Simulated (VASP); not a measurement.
# Be4Os (Ccce) in VASP: notebook

The runs below take Be4Os through single point, relaxation of cell and atoms, with PBE.

Program: VASP 6.6.1. These are calculated values, not measurements. Logs are shortened: lines on timing, memory, paths and dates and some standing lists are left out, and cuts for length are marked.

**1. The cell of the first run**

The structure is orthorhombic, space group Ccce (No. 68). Conventional cell: a = 4.493 Å, b = 8.279 Å, c = 4.544 Å, α = 90.00°, β = 90.00°, γ = 90.00°. Be (site symmetry 1) has 2 Os at 2.00 to 2.01 Å and 10 Be at 2.12 to 2.65 Å within 2.7 Å. Within 2.7 Å of Os (site symmetry 222) lie 8 Be at 2.00 to 2.01 Å.

**2. Single point, PBE**

INCAR

```
PREC = Accurate
ENCUT = 520
EDIFF = 1E-7
ISMEAR = 0
SIGMA = 0.1
LREAL = False
LASPH = True
NELM = 60
ALGO = Fast
ISIF = 2
LWAVE = False
LCHARG = True
GGA = PE
LELF = True
LVHAR = True
NBANDS = 27
```

KPOINTS

```
Automatic mesh
0
Gamma
  4 4 4
```

POSCAR

```
Be4Os
1.0
    2.2466258100     -4.1396741600      0.0000000000
    2.2466258100      4.1396741600      0.0000000000
    0.0000000000      0.0000000000      4.5439400900
Be Os
8 2
Direct
    0.4665390300      0.2045448700      0.8327423300
    0.5334609700      0.7954551300      0.8327423300
    0.9665390300      0.7045448700      0.6672576700
    0.7954551300      0.5334609700      0.1672576700
    0.7045448700      0.9665390300      0.3327423300
    0.2045448700      0.4665390300      0.1672576700
    0.2954551300      0.0334609700      0.3327423300
    0.0334609700      0.2954551300      0.6672576700
    0.0000000000      0.0000000000      0.0000000000
    0.5000000000      0.5000000000      0.5000000000
```

Potentials or basis: VASP PAW PBE potentials, release 64 (Be, Os).

The run is started by

```bash
> cat potpaw_PBE.64/Be/POTCAR potpaw_PBE.64/Os/POTCAR > POTCAR
> mpirun -np 1 vasp_std > vasp.out
```

OUTCAR:

```text
PREC = Accurate
   ENCUT = 520
   EDIFF = 1E-7
   ISMEAR = 0
   LREAL = False
   LASPH = True
   NELM = 60
   ISIF = 2
   GGA = PE

 ion  position               nearest neighbor table
   1  0.467  0.205  0.833-  10 2.00   9 2.01   2 2.12   4 2.12   3 2.37   3 2.37
   2  0.533  0.795  0.833-  10 2.00   9 2.01   1 2.12   6 2.12   8 2.37   8 2.37
   3  0.967  0.705  0.667-   9 2.00  10 2.01   8 2.12   7 2.12   1 2.37   1 2.37
   4  0.795  0.533  0.167-  10 2.00   9 2.01   6 2.12   1 2.12   7 2.37   7 2.37
   5  0.705  0.967  0.333-   9 2.00  10 2.01   7 2.12   8 2.12   6 2.37   6 2.37
   6  0.205  0.467  0.167-  10 2.00   9 2.01   4 2.12   2 2.12   5 2.37   5 2.37
   7  0.295  0.033  0.333-   9 2.00  10 2.01   5 2.12   3 2.12   4 2.37   4 2.37
   8  0.033  0.295  0.667-   9 2.00  10 2.01   3 2.12   5 2.12   2 2.37   2 2.37
   9  0.000  0.000  0.000-   3 2.00   5 2.00   7 2.00   8 2.00   2 2.01   6 2.01   1 2.01   4 2.01
                            10 3.20  10 3.20  10 3.20  10 3.20
  10  0.500  0.500  0.500-   1 2.00   2 2.00   4 2.00   6 2.00   5 2.01   3 2.01   7 2.01   8 2.01
                             9 3.20   9 3.20   9 3.20   9 3.20

  LATTYP: Found a base centered orthorhombic cell.
 ALAT       =     4.4932516200
 B/A-ratio  =     1.8426184465
 C/A-ratio  =     1.0112810219

  Lattice vectors:

 A1 = (   2.2466258100,  -4.1396741600,   0.0000000000)
 A2 = (   2.2466258100,   4.1396741600,   0.0000000000)
 A3 = (   0.0000000000,   0.0000000000,   4.5439400900)

Analysis of symmetry for initial positions (statically):
=====================================================================
 Subroutine PRICEL returns:
 Original cell was already a primitive cell.

 Routine SETGRP: Setting up the symmetry group for a
 base centered orthorhombic supercell.

 Subroutine GETGRP returns: Found  8 space group operations
 (whereof  4 operations were pure point group operations)
 out of a pool of  8 trial point group operations.

The static configuration has the point symmetry D_2 .
 The point group associated with its full space group is D_2h.

Analysis of symmetry for dynamics (positions and initial velocities):
=====================================================================
 Subroutine PRICEL returns:
 Original cell was already a primitive cell.

 Routine SETGRP: Setting up the symmetry group for a
 base centered orthorhombic supercell.

 Subroutine GETGRP returns: Found  8 space group operations
 (whereof  4 operations were pure point group operations)
 out of a pool of  8 trial point group operations.

The dynamic configuration has the point symmetry D_2 .
 The point group associated with its full space group is D_2h.

 Subroutine INISYM returns: Found  8 space group operations
 (whereof  4 operations are pure point group operations),
 and found     1 'primitive' translations

----------------------------------------------------------------------------------------

                                     Primitive cell

  volume of cell :      84.5200

  direct lattice vectors                    reciprocal lattice vectors
     2.246625810 -4.139674160  0.000000000     0.222555976 -0.120782453  0.000000000
     2.246625810  4.139674160  0.000000000     0.222555976  0.120782453  0.000000000
     0.000000000  0.000000000  4.543940090     0.000000000  0.000000000  0.220073324

  length of vectors
     4.710013767  4.710013767  4.543940090     0.253218411  0.253218411  0.220073324

  position of ions in fractional coordinates (direct lattice)
     0.466539030  0.204544870  0.832742330
     0.533460970  0.795455130  0.832742330
     0.966539030  0.704544870  0.667257670
     0.795455130  0.533460970  0.167257670
     0.704544870  0.966539030  0.332742330
     0.204544870  0.466539030  0.167257670
     0.295455130  0.033460970  0.332742330
     0.033460970  0.295455130  0.667257670
     0.000000000  0.000000000  0.000000000
     0.500000000  0.500000000  0.500000000

  ion indices of the primitive-cell ions
   primitive index   ion index
                 1           1
                 2           2
                 3           3
                 4           4
                 5           5
                 6           6
                 7           7
                 8           8
                 9           9
                10          10

----------------------------------------------------------------------------------------

 KPOINTS: Automatic mesh

Automatic generation of k-mesh.
 Grid dimensions read from file:
 generate k-points for:    4    4    4

 Generating k-lattice:

  Cartesian coordinates                     Fractional coordinates (reciprocal lattice)
     0.055638994 -0.030195613  0.000000000     0.250000000  0.000000000  0.000000000
     0.055638994  0.030195613  0.000000000     0.000000000  0.250000000  0.000000000
     0.000000000  0.000000000  0.055018331     0.000000000  0.000000000  0.250000000

  Length of vectors
     0.063304603  0.063304603  0.055018331

  Shift w.r.t. Gamma in fractional coordinates (k-lattice)
     0.000000000  0.000000000  0.000000000

 Subroutine IBZKPT returns following result:
 ===========================================

 Found     21 irreducible k-points:

 Following reciprocal coordinates:
            Coordinates               Weight
  0.000000  0.000000  0.000000      1.000000
  0.250000  0.000000  0.000000      4.000000
  0.500000  0.000000  0.000000      2.000000
  0.250000  0.250000  0.000000      2.000000
  0.500000  0.250000  0.000000      4.000000
 -0.250000  0.250000  0.000000      2.000000
[... 13 lines left out ...]
 -0.250000  0.250000  0.500000      2.000000
  0.500000  0.500000  0.500000      1.000000
   k-points           NKPTS =     21   k-points in BZ     NKDIM =     21   number of bands    NBANDS=     27
   number of dos      NEDOS =    301   number of ions     NIONS =     10
   total plane-waves  NPLWV =  46656
   dimension x,y,z NGX =    36 NGY =   36 NGZ =   36
   dimension x,y,z NGXF=    72 NGYF=   72 NGZF=   72
   ions per type =               8   2
   NGX,Y,Z   is equivalent  to a cutoff of  12.71, 12.71, 13.17 a.u.
   NGXF,Y,Z  is equivalent  to a cutoff of  25.41, 25.41, 26.34 a.u.
 SYSTEM =  unknown system
   PREC   = accura    normal or accurate (medium, high low for compatibility)
   ISTART =      0    job   : 0-new  1-cont  2-samecut
   ICHARG =      2    charge: 1-file 2-atom 10-const
   ISPIN  =      1    spin polarized calculation?
   LNONCOLLINEAR =      F non collinear calculations
   LSORBIT =      F    spin-orbit coupling
   LASPH  =      T    aspherical Exc in radial PAW
   ENCUT  =  520.0 eV  38.22 Ry    6.18 a.u.   8.76  8.76  8.45*2*pi/ulx,y,z
   NELM   =     60;   NELMIN=  2; NELMDL= -5     # of ELM steps
   EDIFF  = 0.1E-06   stopping-criterion for ELM
   LREAL  =      F    real-space projection
   EDIFFG = 0.1E-05   stopping-criterion for IOM
   NSW    =      0    number of steps for IOM
   IBRION =     -1    ionic relax: 0-MD 1-quasi-New 2-CG
   NFREE  =      0    steps in history (QN), initial steepest desc. (CG)
   ISIF   =      2    stress and relaxation
   ISYM   =      2    0-nonsym 1-usesym 2-fastsym
   POTIM  = 0.5000    time-step for ionic-motion
   TEBEG  =    0.0;   TEEND  =   0.0 temperature during run
   PSTRESS=    0.0 pullay stress
   NELECT =      32.0000    total number of electrons
   NUPDOWN=      -1.0000    fix difference up-down
   EMIN   =  10.00;   EMAX   =-10.00  energy-range for DOS
   EFERMI =   0.00;   METHOD = LEGACY
   ISMEAR =     0;   SIGMA  =   0.10  broadening in eV -4-tet -1-fermi 0-gaus
   EFERMI_NEDOS =   21; number of points for ismear=-14 and -15
   IALGO  =     68    algorithm
   IMIX   =      4    mixing-type and parameters
     AMIX     =   0.40;   BMIX     =  1.00
     AMIX_MAG =   1.60;   BMIX_MAG =  1.00
  volume/ion in A,a.u.               =       8.45        57.04
  Fermi-wavevector in a.u.,A,eV,Ry     =   1.184327  2.238054 19.083948  1.402631
  Thomas-Fermi vector in A             =   2.320544
   LORBIT       =      0    0 simple, 1 ext, 2 COOP (PROOUT), +10 PAW based schemes
   GGA     = PE    functional components
   LHFCALC =     F    Hartree Fock is set to
   AEXX    =    0.0000 exact exchange contribution
   IVDW    =     0    specifies the selected vdW correction
   LEPSILON=     F    determine dielectric tensor
   LRPA    =     F    only Hartree local field effects (RPA)
 non-spin polarized calculation
 RMM-DIIS sequential band-by-band and
 Gauss-broadening in eV      SIGMA  =   0.10
  energy-cutoff  :      520.00
  volume of cell :       84.52
 maximum number of plane-waves:      2296
   NGX = 17   NGY = 17   NGZ = 17

 number of electron      31.9999998 magnetization

 Free energy of the ion-electron system (eV)
  ---------------------------------------------------
  ext. energy  EPLUGINS =         0.00000000
  ---------------------------------------------------
  free energy    TOTEN  =       -39.43855245 eV

  energy without entropy =      -39.42094470  energy(sigma->0) =      -39.42974857

 E-fermi :   8.5745     XC(G=0): -11.8037

 val. band max:        8.5625062831   @ k =   0.5000   0.2500   0.0000
 cond. band min:       8.6061741065   @ k =   0.2500   0.0000   0.2500
 fundamental gap:      0.0436678234
 Fermi energy:         8.5744801803

 k-point     1 :       0.0000    0.0000    0.0000
  band No.  band energies     occupation
      1      -3.0293      2.00000
      2       0.3049      2.00000
      3       0.9356      2.00000
      4       1.6760      2.00000
      5       2.2768      2.00000
      6       3.0784      2.00000
[... 19 lines left out ...]
     26      13.2751      0.00000
     27      15.8425      0.00000

 k-point     2 :       0.2500    0.0000    0.0000
  band No.  band energies     occupation
      1      -2.4626      2.00000
      2       0.6015      2.00000
      3       1.2415      2.00000
      4       1.3112      2.00000
      5       2.3579      2.00000
      6       2.7045      2.00000
[... 562 lines left out ...]
 k-point    21 :       0.5000    0.5000    0.5000
  band No.  band energies     occupation
      1       0.0364      2.00000
      2       0.0364      2.00000
      3       0.6292      2.00000
      4       0.6292      2.00000
      5       2.4605      2.00000
      6       2.4605      2.00000
[... 19 lines left out ...]
     26      14.3208      0.00000
     27      14.8665      0.00000

------------------------ aborting loop because EDIFF is reached ----------------------------------------

  FORCE on cell =-STRESS in cart. coord.  units (eV):
  Direction    XX          YY          ZZ          XY          YZ          ZX
  --------------------------------------------------------------------------------------
  -------------------------------------------------------------------------------------
  Total       46.5715098     36.0202723     46.1109900      0.0000000      0.0000000      0.0000000
  in kB      882.8184579    682.8071798    874.0887572      0.0000000      0.0000000      0.0000000
  external PRESSURE =     813.2381316 kB  Pullay stress =       0.0000000 kB

 VOLUME and BASIS-vectors are now :
 -----------------------------------------------------------------------------
  energy-cutoff  :      520.00
  volume of cell :       84.52
      direct lattice vectors                 reciprocal lattice vectors
     2.246625810 -4.139674160  0.000000000     0.222555976 -0.120782453  0.000000000
     2.246625810  4.139674160  0.000000000     0.222555976  0.120782453  0.000000000
     0.000000000  0.000000000  4.543940090     0.000000000  0.000000000  0.220073324

 POSITION                                       TOTAL-FORCE (eV/Angst)
 -----------------------------------------------------------------------------------
      1.50767     -1.08457      3.78393         0.899807     -3.334416      0.403431
      2.98558      1.08457      3.78393        -0.899807      3.334416      0.403431
      3.75430     -1.08457      3.03198         0.899807     -3.334416     -0.403431
      2.98558     -1.08457      0.76001        -0.899807     -3.334416     -0.403431
      3.75430      1.08457      1.51196         0.899807      3.334416      0.403431
      1.50767      1.08457      0.76001         0.899807      3.334416     -0.403431
      0.73895     -1.08457      1.51196        -0.899807     -3.334416      0.403431
      0.73895      1.08457      3.03198        -0.899807      3.334416     -0.403431
      0.00000      0.00000      0.00000         0.000000     -0.000000      0.000000
      2.24663      0.00000      2.27197         0.000000     -0.000000      0.000000
 -----------------------------------------------------------------------------------
    total drift:                                0.000000      0.000000      0.000000

  FREE ENERGIE OF THE ION-ELECTRON SYSTEM (eV)
  ---------------------------------------------------
  free  energy   TOTEN  =       -39.4385524459 eV

  energy  without entropy=      -39.4209447017  energy(sigma->0) =      -39.42974857
```

It took 70 s on 1 thread of AMD EPYC 9R45 (Zen 5), shared host; peak memory 0.19 GiB.

Results:

| Item | Value |
| --- | --- |
| Free energy | -39.4386 eV |
| Pressure | 81.3 GPa |
| Largest force | 3.477 eV/Å |
| Band gap on the k mesh | zero (band 16 reaches 9.03 eV, above the bottom of band 17 at 8.53 eV) |

Forces on the atoms (eV/Å):
```
Be   0.900 -3.334  0.403
Be  -0.900  3.334  0.403
Be   0.900 -3.334 -0.403
Be  -0.900 -3.334 -0.403
Be   0.900  3.334  0.403
Be   0.900  3.334 -0.403
Be  -0.900 -3.334  0.403
Be  -0.900  3.334 -0.403
Os   0.000  0.000  0.000
Os   0.000  0.000  0.000
```

Levels at points of the mesh, in eV from the Fermi level:
| k point | band 13 | band 14 | band 15 | band 16 | band 17 | band 18 | band 19 | band 20 |
| --- | --- | --- | --- | --- | --- | --- | --- | --- |
| (0.00, 0.00, 0.00) | -1.87 | -1.67 | -0.73 | 0.09 | 0.46 | 0.73 | 0.93 | 1.38 |
| (0.50, 0.00, 0.00) | -2.98 | -2.98 | -0.44 | -0.44 | 0.46 | 0.46 | 2.13 | 2.13 |
| (0.50, 0.50, 0.00) | -2.07 | -1.96 | -0.74 | 0.09 | 0.77 | 0.85 | 0.86 | 1.01 |
| (0.00, 0.00, 0.50) | -1.29 | -1.29 | -0.23 | -0.23 | 0.80 | 0.80 | 1.92 | 1.92 |
| (0.50, 0.00, 0.50) | -3.04 | -3.04 | -0.67 | -0.67 | 0.52 | 0.52 | 2.99 | 2.99 |
| (0.50, 0.50, 0.50) | -3.48 | -3.48 | -1.47 | -1.47 | 0.06 | 0.06 | 3.43 | 3.43 |

Caveat: the k points lie up to 0.40 Å⁻¹ apart; spin-orbit coupling is left out, which moves the levels of the heavy elements; forces of over 1 eV/Å act on the atoms, so gaps and moduli don't describe the material at rest.

**3. Relaxation of cell and atoms, PBE**

INCAR

```
ALGO     = Normal         # electronic algorithm
EDIFF    = 1E-6           # SCF threshold, eV
EDIFFG   = -0.04          # ionic threshold
ENCUT    = 600            # plane-wave cutoff, eV
GGA      = PE             # functional
IBRION   = 2              # ionic algorithm
ISIF     = 3              # what is computed and relaxed
ISMEAR   = 0              # smearing method
LASPH    = T              # aspherical terms in the spheres
LCHARG   = F              # write CHGCAR
LREAL    = F              # projectors in reciprocal space
LWAVE    = F              # write WAVECAR
NELM     = 80             # most SCF steps
NSW      = 90             # ionic steps
PREC     = Accurate       # precision mode
SIGMA    = 0.1            # smearing width, eV
```

KPOINTS

```
k-points
0
Gamma
  4 4 4
```

POSCAR is that of step 2.

Potentials or basis: VASP PAW PBE potentials, release 64 (Be, Os).

The run is started by

```bash
> cat potpaw_PBE.64/Be/POTCAR potpaw_PBE.64/Os/POTCAR > POTCAR
> mpirun -np 1 vasp_std > vasp.out
```

Run time: 37 min. Hardware: 1 thread of AMD EPYC 9R45 (Zen 5), shared host; peak memory 0.24 GiB.

The run converged. Its results:

* Free energy: -52.9739 eV
* Relaxed volume: 9.29 Å³/atom
* Relaxed cell: a = 4.020 Å, b = 4.020 Å, c = 7.171 Å, α = 90.00°, β = 90.00°, γ = 126.70°
* Space group after relaxing (to 0.05 Å): I4/mmm (No. 139)
* Energy gained by relaxing: 1353.7 meV/atom
* Ionic steps: 58
* Pressure after relaxing: -0.5 GPa
* Largest force after relaxing: 0.033 eV/Å
* Band gap on the k mesh: zero (band 16 reaches 8.81 eV, above the bottom of band 17 at 6.24 eV)

Forces on the atoms (eV/Å):
```
Be  -0.029  0.015 -0.007
Be   0.029 -0.015 -0.007
Be  -0.029  0.015  0.007
Be   0.029  0.015  0.007
Be  -0.029 -0.015 -0.007
Be  -0.029 -0.015  0.007
Be   0.029  0.015 -0.007
Be   0.029 -0.015  0.007
Os   0.000  0.000  0.000
Os   0.000  0.000  0.000
```

Stress tensor (GPa, compression positive):
```
-0.52  0.00  0.00
 0.00 -0.36  0.00
 0.00  0.00 -0.50
```

Step by step:
| step | energy change (eV) | largest force (eV/Å) | pressure (GPa) | volume (Å³) |
| --- | --- | --- | --- | --- |
| 1 | 0.0000 | 3.4778 | 81.34 | 84.52 |
| 3 | -6.7567 | 0.5058 | -1.38 | 113.94 |
| 5 | -6.7646 | 0.4598 | 0.45 | 112.51 |
| 7 | -7.0317 | 0.2615 | 1.06 | 114.22 |
| 9 | -7.3166 | 0.4712 | -0.63 | 116.37 |
| 11 | -7.6310 | 1.0168 | -3.34 | 120.03 |
| 13 | -7.8777 | 1.0966 | -3.72 | 119.43 |
| 15 | -8.6712 | 1.0791 | -0.20 | 112.96 |
| 17 | -9.5661 | 1.5258 | 7.30 | 103.19 |
| 19 | -9.5565 | 2.5406 | 4.90 | 100.72 |
| 21 | -10.2539 | 1.3781 | 1.82 | 102.94 |
| 23 | -10.4728 | 0.8252 | -13.43 | 111.00 |
| 25 | -10.9543 | 0.5211 | -6.14 | 104.66 |
| 27 | -11.2285 | 0.3572 | 0.40 | 98.86 |
| 29 | -11.3486 | 0.2768 | 0.08 | 98.22 |
| 31 | -11.4184 | 1.5175 | -4.53 | 100.11 |
| 33 | -11.5270 | 0.8604 | -3.79 | 99.36 |
| 35 | -11.9677 | 1.2903 | -2.21 | 97.12 |
| 37 | -8.1314 | 2.8642 | 54.55 | 81.19 |
| 39 | -11.2205 | 2.2635 | 23.84 | 87.24 |
| 41 | -11.9397 | 2.2654 | 12.11 | 91.00 |
| 43 | -11.9487 | 2.2087 | 13.20 | 90.59 |
| 45 | -12.0430 | 1.9855 | 13.05 | 90.62 |
| 47 | -12.4667 | 1.6289 | 7.90 | 92.17 |
| 49 | -13.1603 | 0.5729 | -7.79 | 98.49 |
| 51 | -13.4107 | 0.3762 | -3.42 | 95.03 |
| 53 | -13.4835 | 0.2584 | 1.15 | 92.12 |
| 55 | -13.5251 | 0.1283 | 0.07 | 92.70 |
| 57 | -13.5345 | 0.0841 | -0.29 | 92.85 |
| 58 | -13.5371 | 0.0330 | -0.46 | 92.90 |

Final structure:
```
Be Os
1.0
     1.80290   -3.59259    0.00000
     1.80290    3.59259    0.00000
     0.00000    0.00000    7.17137
Be Os
8 2
Direct
  0.65418 0.34850 0.84847
  0.34582 0.65150 0.84847
  0.15418 0.84850 0.65153
  0.65150 0.34582 0.15153
  0.84850 0.15418 0.34847
  0.34850 0.65418 0.15153
  0.15150 0.84582 0.34847
  0.84582 0.15150 0.65153
  0.00000 0.00000 0.00000
  0.50000 0.50000 0.50000
```

Levels at points of the mesh, in eV from the Fermi level:
```tsv
k point	band 12	band 13	band 14	band 15	band 16	band 17	band 18	band 19	band 20	band 21
(0.00, 0.00, 0.00)	-1.61	-0.95	-0.61	0.57	1.35	1.45	1.55	2.17	3.36	3.42
(0.50, 0.00, 0.00)	-2.81	-1.46	-1.46	-1.39	-1.39	-0.88	-0.88	2.97	2.97	3.79
(0.50, 0.50, 0.00)	-1.92	-1.85	-1.65	-1.00	-0.83	-0.71	1.02	1.88	2.25	3.53
(0.00, 0.00, 0.50)	-2.49	-1.17	-1.17	1.68	1.68	1.90	1.90	2.01	2.01	3.57
(0.50, 0.00, 0.50)	-2.53	-2.35	-2.35	-1.36	-1.36	-0.88	-0.88	2.07	2.07	5.89
(0.50, 0.50, 0.50)	-1.80	-1.17	-1.17	-0.15	-0.15	0.46	0.46	0.50	0.50	4.89
```

Caveat: the k points lie up to 0.49 Å⁻¹ apart in the final cell; spin-orbit coupling is left out, which moves the levels of the heavy elements.
